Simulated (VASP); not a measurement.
A run of VASP 6.6.1 is set up as follows.

The input POSCAR:

```
Zr
1.0
    3.2534045973      0.0000000000      0.0000000000
   -1.6267022986      2.8175310300      0.0000000000
    0.0000000000      0.0000000000      5.1810870861
Zr
2
Direct
    0.6666666667      0.3333333333      0.7500000000
    0.3333333333      0.6666666667      0.2500000000
```

File INCAR.step1:

```
SYSTEM = Zr
ALGO = Normal
EDIFF = 1E-5
ENCUT = 520
GGA = PE
ISIF = 2
ISMEAR = -1
LASPH = .True.
LREAL = .False.
LWAVE = .True.
NBANDS = 19
NELM = 60
PREC = Accurate
SIGMA = 0.05
```

The input INCAR.step2:

```
SYSTEM = Zr
AEXX = 0.25
ALGO = Normal
EDIFF = 1E-6
ENCUT = 520
GGA = PE
HFSCREEN = 0.3
ISIF = 2
ISMEAR = -1
ISTART = 1
LASPH = .True.
LCHARG = .True.
LELF = .True.
LHFCALC = .True.
LREAL = .False.
LVHAR = .True.
LWAVE = .False.
NBANDS = 19
NELM = 60
PREC = Accurate
PRECFOCK = Normal
SIGMA = 0.05
```

The input KPOINTS:

```
k-points
0
Gamma
  5 5 3
  0 0 0
```

Potentials or basis: VASP PAW PBE potentials, release 64 (Zr_sv).

Command:

```bash
$ cat potpaw_PBE.64/Zr_sv/POTCAR > POTCAR
$ cp INCAR.step1 INCAR
$ mpirun -np 1 vasp_std > vasp.out
$ cp INCAR.step2 INCAR
$ mpirun -np 1 vasp_std > vasp.out
```

Problem. Estimate the band gap on the k mesh.

Solution. Zero (bands 12 and 13 overlap by 1.25 eV).

Problem. Predict the pressure.

Solution. -1.4 GPa.

Stress tensor (GPa, compression positive):
```
-0.45  0.00  0.00
 0.00 -0.45  0.00
 0.00  0.00 -3.32
```

Caveat: the k points lie up to 0.45 Å⁻¹ apart, too coarse for converged energies and pressures of a metal; the PAW data sets were made with another functional, which shifts forces and pressure a little.
